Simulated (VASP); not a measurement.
# SiC in VASP: single point with PBE

Aim: the single point of SiC with PBE.

Program: VASP 6.6.1. These are calculated values, not measurements. Logs are shortened: lines on timing, memory, paths and dates and some standing lists are left out, and cuts for length are marked.

**1. The cell of the first run**

The typed cell holds 32 atoms: a = 7.586 Å, b = 7.586 Å, c = 7.586 Å, α = 109.47°, β = 109.47°, γ = 109.47°.

**2. Single point, PBE**

Contents of INCAR:

```
ALGO     = Normal         # electronic algorithm
EDIFF    = 1E-6           # SCF threshold, eV
ENCUT    = 600            # plane-wave cutoff, eV
GGA      = PE             # functional
GGA_COMPAT= False        
ISIF     = 2              # what is computed and relaxed
ISMEAR   = 0              # smearing method
LASPH    = True           # aspherical terms in the spheres
LCHARG   = False          # write CHGCAR
LREAL    = Auto         
LWAVE    = False          # write WAVECAR
NBANDS   = 86             # bands
NELM     = 120            # most SCF steps
PREC     = Accurate       # precision mode
SIGMA    = 0.02           # smearing width, eV
```

Contents of KPOINTS:

```
Automatic mesh
0
Gamma
  2 2 2
  0.5 0.5 0.5
```

Contents of POSCAR:

```
SiC
1.0
   -4.3797259409     -4.3797259409      4.3797259409
    4.3797259409      4.3797259409      4.3797259409
   -4.3797259409      4.3797259409     -4.3797259409
Si C
16 16
Direct
   -0.0017577697      0.2506497494     -0.0019483468
    0.2482472760      0.2506967310      0.7480507497
   -0.0017477513      0.5006721852      0.7480730295
    0.4982435225      0.2506243146      0.4980551225
    0.2482921133      0.5006547383      0.4980518698
   -0.0016352409      0.7507452971      0.4981373720
    0.7482859558      0.2506399782      0.2480645369
    0.4982701482      0.5006336302      0.2480672474
    0.2482928322      0.7506898807      0.2481073761
   -0.0017401025      0.0006398911      0.2479816912
    0.7482861167      0.5006967831     -0.0018939482
    0.4982429997      0.7506580579     -0.0019437146
    0.2482720316      0.0006737242     -0.0019143931
    0.7482659578      0.7506299892      0.7480494775
    0.4983362637      0.0007140117      0.7481211471
    0.7482791050      0.0006752489      0.4980434766
    0.2482144330      0.5006272919      0.2480622664
    0.4982684883      0.5006582060     -0.0019301065
    0.2482919500      0.7506516887     -0.0019461205
    0.7483036038      0.5006521139      0.7480739066
    0.4982829715      0.7506474162      0.7480666648
    0.2482164870      0.0006117741      0.7479619781
   -0.0017355806      0.5006442079      0.4980288955
    0.7482902241      0.7506533731      0.4980579326
    0.4982864512      0.0006734088      0.4980382819
    0.2482814829      0.2506554899      0.4980708172
   -0.0017564173      0.7506432918      0.2480052361
    0.7482531340      0.0006710349      0.2480458944
    0.4982380110      0.2506692829      0.2480093441
   -0.0017235715      0.0006600242     -0.0019264648
    0.7481957906      0.2505649143     -0.0020744080
   -0.0016924006      0.2506711376      0.7480849105
```

Potentials or basis: VASP PAW PBE potentials, release 64 (Si, C).

The run is started by

```bash
> cat potpaw_PBE.64/Si/POTCAR potpaw_PBE.64/C/POTCAR > POTCAR
> mpirun -np 1 vasp_std > vasp.out
```

OUTCAR:

```text
EDIFF = 1E-6
   ENCUT = 600
   GGA = PE
   ISIF = 2
   ISMEAR = 0
   LASPH = True
   LREAL = Auto
   NELM = 120
   PREC = Accurate

 ion  position               nearest neighbor table
   1  0.998  0.251  0.998-  31 1.90  17 1.90  32 1.90  30 1.90  15 3.10  10 3.10   7 3.10   5 3.10
                             3 3.10  11 3.10  13 3.10   2 3.10  16 3.10  14 3.10   8 3.10   9 3.10
   2  0.248  0.251  0.748-  32 1.90  26 1.90  18 1.90  22 1.90   6 3.10   5 3.10  12 3.10  16 3.10
                             3 3.10   4 3.10   1 3.10   8 3.10  11 3.10  13 3.10  10 3.10  15 3.10
   3  0.998  0.501  0.748-  20 1.90  19 1.90  32 1.90  23 1.90  14 3.10   2 3.10  12 3.10  16 3.10
                            11 3.10   1 3.10  13 3.10   7 3.10   4 3.10   6 3.10   9 3.10   5 3.10
   4  0.498  0.251  0.498-  25 1.90  26 1.90  20 1.90  29 1.90   9 3.10  13 3.10  15 3.10   5 3.10
                            10 3.10  16 3.10   2 3.10   8 3.10  14 3.10   3 3.10   7 3.10  11 3.10
   5  0.248  0.501  0.498-  17 1.90  21 1.90  26 1.90  23 1.90   2 3.10   8 3.10  14 3.10   9 3.10
                             4 3.10   1 3.10  12 3.10   7 3.10  10 3.10   6 3.10  15 3.10   3 3.10
   6  0.998  0.751  0.498-  22 1.90  24 1.90  23 1.90  27 1.90  13 3.10   2 3.10   9 3.10  15 3.10
                             3 3.10  14 3.10  16 3.10   5 3.10  11 3.10  10 3.10   8 3.10   7 3.10
   7  0.748  0.251  0.248-  28 1.90  23 1.90  29 1.90  31 1.90  15 3.10  16 3.10   1 3.10  10 3.10
                            12 3.10   5 3.10   3 3.10   8 3.10  13 3.10  11 3.10   4 3.10   6 3.10
   8  0.498  0.501  0.248-  29 1.90  18 1.90  24 1.90  17 1.90  13 3.10   5 3.10  11 3.10  14 3.10
                             4 3.10   7 3.10   2 3.10   1 3.10   9 3.10  12 3.10  16 3.10   6 3.10
   9  0.248  0.751  0.248-  25 1.90  27 1.90  17 1.90  19 1.90   4 3.10   6 3.10   5 3.10  10 3.10
[... 17 lines left out ...]
  19  0.248  0.751  0.998-  12 1.90   3 1.90  13 1.90   9 1.90
  20  0.748  0.501  0.748-   3 1.90  14 1.90  11 1.90   4 1.90
  21  0.498  0.751  0.748-  14 1.90  12 1.90   5 1.90  15 1.90
  22  0.248  0.001  0.748-   6 1.90  15 1.90   2 1.90  13 1.90
[... 8 lines left out ...]
  31  0.748  0.251  0.998-  15 1.90   1 1.90  11 1.90   7 1.90
  32  0.998  0.251  0.748-   2 1.90   1 1.90  16 1.90   3 1.90

  LATTYP: Found a body centered cubic cell.
 ALAT       =     8.7594518818

  Lattice vectors:

 A1 = (  -4.3797259409,  -4.3797259409,   4.3797259409)
 A2 = (   4.3797259409,   4.3797259409,   4.3797259409)
 A3 = (  -4.3797259409,   4.3797259409,  -4.3797259409)

Analysis of symmetry for initial positions (statically):
=====================================================================
 Subroutine PRICEL returns:
 Original cell was already a primitive cell.

 Routine SETGRP: Setting up the symmetry group for a
 body centered cubic supercell.

 Subroutine GETGRP returns: Found  1 space group operations
 (whereof  1 operations were pure point group operations)
 out of a pool of 48 trial point group operations.

The static configuration has the point symmetry C_1 .

Analysis of symmetry for dynamics (positions and initial velocities):
=====================================================================
 Subroutine PRICEL returns:
 Original cell was already a primitive cell.

 Routine SETGRP: Setting up the symmetry group for a
 body centered cubic supercell.

 Subroutine GETGRP returns: Found  1 space group operations
 (whereof  1 operations were pure point group operations)
 out of a pool of 48 trial point group operations.

The dynamic configuration has the point symmetry C_1 .

 Subroutine INISYM returns: Found  1 space group operations
 (whereof  1 operations are pure point group operations),
 and found     1 'primitive' translations

----------------------------------------------------------------------------------------

                                     Primitive cell

  volume of cell :     336.0476

  direct lattice vectors                    reciprocal lattice vectors
    -4.379725941 -4.379725941  4.379725941    -0.114162394  0.000000000  0.114162394
     4.379725941  4.379725941  4.379725941     0.000000000  0.114162394  0.114162394
    -4.379725941  4.379725941 -4.379725941    -0.114162394  0.114162394  0.000000000

  length of vectors
     7.585907853  7.585907853  7.585907853     0.161450006  0.161450006  0.161450006

  position of ions in fractional coordinates (direct lattice)
     0.998242230  0.250649749  0.998051653
     0.248247276  0.250696731  0.748050750
     0.998252249  0.500672185  0.748073029
     0.498243522  0.250624315  0.498055122
     0.248292113  0.500654738  0.498051870
     0.998364759  0.750745297  0.498137372
[... 24 lines left out ...]
     0.748195791  0.250564914  0.997925592
     0.998307599  0.250671138  0.748084910

  ion indices of the primitive-cell ions
   primitive index   ion index
                 1           1
                 2           2
                 3           3
                 4           4
                 5           5
                 6           6
[... 24 lines left out ...]
                31          31
                32          32

----------------------------------------------------------------------------------------

 KPOINTS: Automatic mesh

Automatic generation of k-mesh.
 Grid dimensions read from file:
 generate k-points for:    2    2    2

 Generating k-lattice:

  Cartesian coordinates                     Fractional coordinates (reciprocal lattice)
    -0.057081197  0.000000000  0.057081197     0.500000000  0.000000000  0.000000000
     0.000000000  0.057081197  0.057081197     0.000000000  0.500000000  0.000000000
    -0.057081197  0.057081197  0.000000000     0.000000000  0.000000000  0.500000000

  Length of vectors
     0.080725003  0.080725003  0.080725003

  Shift w.r.t. Gamma in fractional coordinates (k-lattice)
     0.500000000  0.500000000  0.500000000

 Subroutine IBZKPT returns following result:
 ===========================================

 Found      4 irreducible k-points:

 Following reciprocal coordinates:
            Coordinates               Weight
  0.250000  0.250000  0.250000      2.000000
 -0.250000  0.250000  0.250000      2.000000
  0.250000 -0.250000  0.250000      2.000000
  0.250000  0.250000 -0.250000      2.000000
   k-points           NKPTS =      4   k-points in BZ     NKDIM =      4   number of bands    NBANDS=     86
   number of dos      NEDOS =    301   number of ions     NIONS =     32
   total plane-waves  NPLWV = 262144
   dimension x,y,z NGX =    64 NGY =   64 NGZ =   64
   dimension x,y,z NGXF=   128 NGYF=  128 NGZF=  128
   ions per type =              16  16
   NGX,Y,Z   is equivalent  to a cutoff of  14.03, 14.03, 14.03 a.u.
   NGXF,Y,Z  is equivalent  to a cutoff of  28.05, 28.05, 28.05 a.u.
 SYSTEM =  unknown system
   PREC   = accura    normal or accurate (medium, high low for compatibility)
   ISTART =      0    job   : 0-new  1-cont  2-samecut
   ICHARG =      2    charge: 1-file 2-atom 10-const
   ISPIN  =      1    spin polarized calculation?
   LNONCOLLINEAR =      F non collinear calculations
   LSORBIT =      F    spin-orbit coupling
   LASPH  =      T    aspherical Exc in radial PAW
   ENCUT  =  600.0 eV  44.10 Ry    6.64 a.u.  15.15 15.15 15.15*2*pi/ulx,y,z
   NELM   =    120;   NELMIN=  2; NELMDL= -5     # of ELM steps
   EDIFF  = 0.1E-05   stopping-criterion for ELM
   LREAL  =      T    real-space projection
   EDIFFG = 0.1E-04   stopping-criterion for IOM
   NSW    =      0    number of steps for IOM
   IBRION =     -1    ionic relax: 0-MD 1-quasi-New 2-CG
   NFREE  =      0    steps in history (QN), initial steepest desc. (CG)
   ISIF   =      2    stress and relaxation
   ISYM   =      2    0-nonsym 1-usesym 2-fastsym
   POTIM  = 0.5000    time-step for ionic-motion
   TEBEG  =    0.0;   TEEND  =   0.0 temperature during run
   PSTRESS=    0.0 pullay stress
   NELECT =     128.0000    total number of electrons
   NUPDOWN=      -1.0000    fix difference up-down
   EMIN   =  10.00;   EMAX   =-10.00  energy-range for DOS
   EFERMI =   0.00;   METHOD = LEGACY
   ISMEAR =     0;   SIGMA  =   0.02  broadening in eV -4-tet -1-fermi 0-gaus
   EFERMI_NEDOS =   21; number of points for ismear=-14 and -15
   IALGO  =     38    algorithm
   IMIX   =      4    mixing-type and parameters
     AMIX     =   0.40;   BMIX     =  1.00
     AMIX_MAG =   1.60;   BMIX_MAG =  1.00
  volume/ion in A,a.u.               =      10.50        70.87
  Fermi-wavevector in a.u.,A,eV,Ry     =   1.186710  2.242556 19.160817  1.408280
  Thomas-Fermi vector in A             =   2.322877
   LORBIT       =      0    0 simple, 1 ext, 2 COOP (PROOUT), +10 PAW based schemes
   GGA     = PE    functional components
   LHFCALC =     F    Hartree Fock is set to
   AEXX    =    0.0000 exact exchange contribution
   IVDW    =     0    specifies the selected vdW correction
   LEPSILON=     F    determine dielectric tensor
   LRPA    =     F    only Hartree local field effects (RPA)
 non-spin polarized calculation
 Gauss-broadening in eV      SIGMA  =   0.02
  energy-cutoff  :      600.00
  volume of cell :      336.05
 maximum number of plane-waves:     11205
 NGX is ok and might be reduce to    64
   NGX = 31   NGY = 31   NGZ = 31

 number of electron     128.0000001 magnetization

 Free energy of the ion-electron system (eV)
  ---------------------------------------------------
  ext. energy  EPLUGINS =         0.00000000
  ---------------------------------------------------
  free energy    TOTEN  =      -240.97458756 eV

  energy without entropy =     -240.97458756  energy(sigma->0) =     -240.97458756

 E-fermi :   7.4631     XC(G=0): -11.2905

 val. band max:        7.3392991085   @ k =   0.2500   0.2500   0.2500
 cond. band min:      10.0280352033   @ k =  -0.2500   0.2500   0.2500
 fundamental gap:      2.6887360948
 Fermi energy:         7.4631004811

 k-point     1 :       0.2500    0.2500    0.2500
  band No.  band energies     occupation
      1      -6.1655      2.00000
      2      -6.1652      2.00000
      3      -6.1648      2.00000
      4      -6.1643      2.00000
      5      -3.4521      2.00000
      6      -3.4517      2.00000
[... 305 lines left out ...]
     75      13.2562      0.00000
     76      13.2569      0.00000
 [bands above 76 left out]

------------------------ aborting loop because EDIFF is reached ----------------------------------------

  FORCE on cell =-STRESS in cart. coord.  units (eV):
  Direction    XX          YY          ZZ          XY          YZ          ZX
  --------------------------------------------------------------------------------------
  -------------------------------------------------------------------------------------
  Total       -0.2147155     -0.3361746     -0.3248370     -0.0004658      0.0064281     -0.0101248
  in kB       -1.0237009     -1.6027830     -1.5487284     -0.0022208      0.0306471     -0.0482723
  external PRESSURE =      -1.3917374 kB  Pullay stress =       0.0000000 kB

 VOLUME and BASIS-vectors are now :
 -----------------------------------------------------------------------------
  energy-cutoff  :      600.00
  volume of cell :      336.05
      direct lattice vectors                 reciprocal lattice vectors
    -4.379725941 -4.379725941  4.379725941    -0.114162394  0.000000000  0.114162394
     4.379725941  4.379725941  4.379725941     0.000000000  0.114162394  0.114162394
    -4.379725941  4.379725941 -4.379725941    -0.114162394  0.114162394  0.000000000

 POSITION                                       TOTAL-FORCE (eV/Angst)
 -----------------------------------------------------------------------------------
     -7.64544      1.09694      1.09861        -0.002646     -0.003767      0.001018
     -3.26553      3.28699     -1.09102        -0.008987     -0.006890     -0.002485
     -5.45562      1.09709      3.28852        -0.004344     -0.007306      0.002929
     -3.26585      1.09684      1.09849        -0.000191      0.000225      0.007622
     -1.07605      3.28661      1.09885        -0.001023      0.003420     -0.005359
     -3.26621      1.09720      5.47892         0.010815     -0.012863     -0.011297
[... 24 lines left out ...]
     -6.55013      2.19115      0.00366        -0.011118      0.019545      0.005553
     -6.55085      0.00196      2.19378         0.008230      0.002640     -0.001349
 -----------------------------------------------------------------------------------
    total drift:                               -0.079584     -0.033654     -0.069347

  FREE ENERGIE OF THE ION-ELECTRON SYSTEM (eV)
  ---------------------------------------------------
  free  energy   TOTEN  =      -240.9745875645 eV

  energy  without entropy=     -240.9745875645  energy(sigma->0) =     -240.97458756
```

It took 7.1 min on 1 thread of Oxide Virtual Turin-like, shared host; peak memory 0.53 GiB.

Results:

```
Free energy            : -240.9746 eV
Pressure               : -0.1 GPa
Largest force          : 0.023 eV/Å
Band gap on the k mesh : 2.69 eV
```

Forces in eV/Å, atoms in the order of the input:
```
Si  -0.003 -0.004  0.001
Si  -0.009 -0.007 -0.002
Si  -0.004 -0.007  0.003
Si   0.000  0.000  0.008
Si  -0.001  0.003 -0.005
Si   0.011 -0.013 -0.011
Si   0.008  0.001  0.003
Si   0.004  0.004  0.002
Si   0.003 -0.008 -0.002
Si  -0.007  0.010 -0.006
Si   0.002 -0.010 -0.004
Si  -0.005 -0.004  0.001
Si   0.003 -0.009  0.002
Si  -0.001  0.000  0.001
Si   0.011 -0.012 -0.010
Si  -0.006 -0.002 -0.003
C    0.000 -0.002  0.010
C    0.002  0.001  0.002
C    0.004  0.007 -0.002
C    0.007  0.003 -0.004
C    0.004  0.002  0.003
C   -0.012  0.014  0.007
C   -0.001  0.004  0.002
C    0.003  0.003  0.001
C   -0.003  0.003 -0.004
C    0.006 -0.002  0.001
C   -0.006  0.007  0.002
C   -0.002 -0.004  0.002
C   -0.010  0.000 -0.003
C    0.007 -0.003  0.003
C   -0.011  0.020  0.006
C    0.008  0.003 -0.001
```

Levels at points of the mesh, in eV from the valence-band top:
```csv
k point,band 62,band 63,band 64,band 65,band 66,band 67
"(0.25, 0.25, 0.25)",0.00,0.00,0.00,4.31,4.31,4.31
```

Caveat: a shifted mesh leaves out Γ, where band edges can lie.
